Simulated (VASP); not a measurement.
Wanted: the native input for a VASP 6.6.1 run.

| Property | Result |
| --- | --- |
| Task | single point |
| Functional | HSE06 |
| Potentials or basis | VASP PAW PBE potentials, release 64 (Ta_pv) |
| Cutoff | 400 eV |
| k mesh | 8 × 8 × 8 |
| Occupations | gaussian, width 0.05 eV |
| Spin | no spin polarisation |
| Dipole correction | no |
| Grid for exact exchange (PRECFOCK) | Normal |
| Further INCAR settings | ALGO = Normal; EDIFF = 1e-06; NBANDS = 12 |
| Screening parameter | 0.2079 1/Å |

Crystal: Ta.

```xyz
1
Lattice="0.0000 2.1068 2.1068 2.1068 0.0000 2.1068 2.1068 2.1068 0.0000" Properties=species:S:1:pos:R:3 pbc="T T T"
Ta    0.0000    0.0000    0.0000
```

One way to write it, as run:

POSCAR

```
Ta
1.0
    0.0000000000      2.1067889771      2.1067889771
    2.1067889771      0.0000000000      2.1067889771
    2.1067889771      2.1067889771      0.0000000000
Ta
1
Direct
    0.0000000000      0.0000000000      0.0000000000
```

INCAR.step1

```
PREC = Accurate
ENCUT = 400
EDIFF = 1E-5
ISMEAR = 0
SIGMA = 0.05
LREAL = False
LASPH = True
NELM = 120
ALGO = Normal
ISIF = 2
LWAVE = True
GGA = PE
NBANDS = 12
GGA_COMPAT = False
```

INCAR.step2

```
PREC = Accurate
ENCUT = 400
EDIFF = 1E-6
ISMEAR = 0
SIGMA = 0.05
LREAL = False
LASPH = True
NELM = 120
ALGO = Normal
ISIF = 2
LWAVE = False
LCHARG = True
GGA = PE
LHFCALC = True
HFSCREEN = 0.2079
PRECFOCK = Normal
LELF = True
LVHAR = True
ISTART = 1
NBANDS = 12
GGA_COMPAT = False
```

KPOINTS

```
Automatic mesh
0
Gamma
  8 8 8
```

Potentials or basis: VASP PAW PBE potentials, release 64 (Ta_pv).

The run is started by

```sh
$ cat potpaw_PBE.64/Ta_pv/POTCAR > POTCAR
$ cp INCAR.step1 INCAR
$ mpirun -np 1 vasp_std > vasp.out
$ cp INCAR.step2 INCAR
$ mpirun -np 1 vasp_std > vasp.out
```

Results of the run:

```
Pressure : -0.4 GPa
```

Caveat: the PAW data sets were made with another functional, which shifts forces and pressure a little.

Run time: 33 min on 1 thread of Intel(R) Xeon(R) Platinum 8175M CPU @ 2.50GHz (Skylake/Cascade Lake), on a shared host, peak memory 0.24 GiB.
